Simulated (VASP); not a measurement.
# Cd2HgSe3: single point with PBE

Crystal: Cd2HgSe3.

```
Cd Hg Se
1.0
    -3.81881    2.15361    0.00707
    -3.79900   -6.42660    0.00264
    -1.02553    0.00718    9.99927
Cd Hg Se
4 2 6
Direct
  0.59067 0.99881 0.33591
  0.09075 0.49895 0.33579
  0.70748 0.70469 0.66380
  0.20832 0.20488 0.66364
  0.15434 0.84355 0.99972
  0.65512 0.34326 0.99967
  0.52797 0.98385 0.82110
  0.02822 0.48387 0.82099
  0.25816 0.74250 0.50037
  0.75877 0.24246 0.50027
  0.75985 0.72657 0.17939
  0.26036 0.22663 0.17935
```

| Quantity | Value |
| --- | --- |
| Program | VASP 6.6.1 |
| Task | single point |
| Functional | PBE |
| Potentials or basis | VASP PAW PBE potentials, release 64 (Cd, Hg, Se) |
| Cutoff | 520 eV |
| k mesh | 4 × 2 × 2 |
| Occupations | gaussian, width 0.1 eV |
| Spin | no spin polarisation |

```yaml
Pressure: 0.3 GPa
Largest_force: 0.062 eV/Å
Band_gap_on_the_k_mesh: 0.67 eV
```

Forces in eV/Å, atoms in the order of the input:
```
Cd   0.003  0.002  0.011
Cd   0.003  0.004  0.011
Cd   0.001  0.010 -0.007
Cd   0.003  0.009 -0.007
Hg   0.002  0.009  0.003
Hg   0.003  0.008  0.004
Se  -0.058 -0.003 -0.021
Se  -0.058 -0.004 -0.022
Se  -0.006 -0.017  0.001
Se  -0.004 -0.017  0.002
Se   0.055 -0.001  0.012
Se   0.056 -0.001  0.013
```

Stress tensor (GPa, compression positive):
```
 0.35  0.00  0.11
 0.00  0.26 -0.01
 0.11 -0.01  0.37
```

Levels at points of the mesh, in eV from the valence-band top:
```csv
k point,band 50,band 51,band 52,band 53,band 54,band 55,band 56,band 57,band 58,band 59
"(0.00, 0.00, 0.00)",-0.72,-0.63,-0.35,-0.17,-0.09,0.67,1.83,2.56,2.83,3.03
"(0.50, 0.00, 0.00)",-1.45,-1.28,-1.28,-0.53,-0.53,2.30,2.30,2.67,2.67,3.97
"(0.00, 0.50, 0.00)",-0.87,-0.62,-0.61,-0.27,-0.27,2.05,2.05,2.97,2.97,3.67
"(0.50, 0.50, 0.00)",-1.23,-0.98,-0.73,-0.70,-0.44,1.54,1.83,2.51,2.59,2.98
"(0.00, 0.00, 0.50)",-0.69,-0.56,-0.31,-0.24,0.00,1.68,1.76,2.15,2.59,3.01
"(0.50, 0.00, 0.50)",-1.31,-1.15,-1.15,-0.40,-0.40,2.41,2.41,3.03,3.03,3.25
"(0.00, 0.50, 0.50)",-0.79,-0.65,-0.65,-0.45,-0.45,2.10,2.10,2.91,2.92,3.38
"(0.50, 0.50, 0.50)",-1.11,-0.78,-0.75,-0.68,-0.61,1.69,1.77,2.36,2.60,3.12
```

Run time: 5.1 min on 1 thread of Intel Xeon 6975P-C, on a shared host, peak memory 0.53 GiB.

Caveat: the k points lie up to 0.42 Å⁻¹ apart; spin-orbit coupling is left out, which moves the levels of the heavy elements. As with any semilocal functional, this PBE gap is likely too small.
